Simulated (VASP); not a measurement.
## Zr2B: relaxation of cell and atoms with PBE

Crystal: Zr2B.

```
Zr B
1.0
     4.31575    0.00000    0.00000
    -2.15788    3.73755    0.00000
     0.00000    0.00000    6.20155
Zr B
4 2
Direct
  0.33333 0.66667 0.50000
  0.66667 0.33333 0.50000
  0.00000 0.00000 0.27021
  0.00000 0.00000 0.72979
  0.33333 0.66667 0.00000
  0.66667 0.33333 0.00000
```

- Program: VASP 6.6.1
- Task: relaxation of cell and atoms
- Functional: PBE
- Potentials or basis: VASP PAW PBE potentials, release 64 (Zr_sv, B)
- Cutoff: 600 eV
- k mesh: 6 × 6 × 4
- Occupations: gaussian, width 0.1 eV
- Spin: no spin polarisation
- Dipole correction: no
- Further INCAR settings: ALGO = Fast; EDIFF = 1e-06; IBRION = 2; EDIFFG = -0.04; NSW = 90; ISIF = 3

```
Relaxed volume                         : 17.11 Å³/atom
Relaxed cell                           : a = 4.524 Å, b = 4.524 Å, c = 5.793 Å, α = 90.00°, β = 90.00°, γ = 120.00°
Space group after relaxing (to 0.05 Å) : P6/mmm (No. 191)
Energy gained by relaxing              : 370.5 meV/atom
Ionic steps                            : 13
Pressure after relaxing                : -0.2 GPa
Largest force after relaxing           : 0.015 eV/Å
Band gap on the k mesh                 : zero (band 27 reaches 9.43 eV, above the bottom of band 28 at 8.85 eV)
```

Forces in eV/Å, atoms in the order of the input:
```
Zr   0.000  0.000  0.000
Zr   0.000  0.000  0.000
Zr   0.000  0.000 -0.015
Zr   0.000  0.000  0.015
B    0.000  0.000  0.000
B    0.000  0.000  0.000
```

Stress tensor (GPa, compression positive):
```
-0.10  0.00  0.00
 0.00 -0.10  0.00
 0.00  0.00 -0.27
```

The path:
| step | energy change (eV) | largest force (eV/Å) | pressure (GPa) | volume (Å³) |
| --- | --- | --- | --- | --- |
| 1 | 0.0000 | 5.9616 | 14.01 | 100.03 |
| 2 | -1.3886 | 0.0448 | -11.55 | 122.54 |
| 3 | -1.7021 | 1.4287 | -6.23 | 114.73 |
| 4 | -2.1228 | 0.5126 | -1.88 | 106.45 |
| 5 | -2.1775 | 0.1759 | 1.00 | 102.36 |
| 6 | -2.1777 | 0.1658 | 1.18 | 102.12 |
| 7 | -2.2036 | 0.0322 | -0.41 | 103.09 |
| 8 | -2.2068 | 0.1962 | -1.05 | 103.53 |
| 9 | -2.2142 | 0.4137 | -0.10 | 102.44 |
| 10 | -2.2155 | 0.3477 | -0.39 | 102.74 |
| 11 | -2.2220 | 0.0361 | 0.49 | 102.00 |
| 12 | -2.2220 | 0.0492 | 0.46 | 102.04 |
| 13 | -2.2229 | 0.0153 | -0.15 | 102.65 |

Final structure:
```yaml
crystal:
  lattice:
    - [4.52363, 0.00000, 0.00000]
    - [-2.26182, 3.91758, 0.00000]
    - [0.00000, 0.00000, 5.79250]
  atoms:
    - { symbol: Zr, position: [0.33333, 0.66667, 0.50000] }
    - { symbol: Zr, position: [0.66667, 0.33333, 0.50000] }
    - { symbol: Zr, position: [0.00000, 0.00000, 0.21180] }
    - { symbol: Zr, position: [0.00000, 0.00000, 0.78820] }
    - { symbol: B, position: [0.33333, 0.66667, 0.00000] }
    - { symbol: B, position: [0.66667, 0.33333, 0.00000] }
```

Levels at points of the mesh, in eV from the Fermi level:
```csv
k point,band 23,band 24,band 25,band 26,band 27,band 28,band 29,band 30,band 31,band 32
"(0.00, 0.00, 0.00)",-2.23,-2.23,-1.68,-1.68,-0.27,0.77,0.77,1.92,1.92,2.06
"(0.50, 0.00, 0.00)",-1.22,-1.14,-0.98,-0.76,-0.31,0.24,0.47,1.28,1.34,1.55
"(0.00, 0.00, 0.50)",-1.07,-1.07,-1.05,-1.05,0.51,0.63,0.75,0.75,1.01,1.01
"(0.50, 0.00, 0.50)",-1.51,-1.50,-1.23,-1.05,-0.06,0.19,0.40,0.77,1.37,1.49
```

Wall time 16 min on 1 thread of Intel(R) Xeon(R) 6975P-C (Granite Rapids) (shared host), peak memory 0.31 GiB.
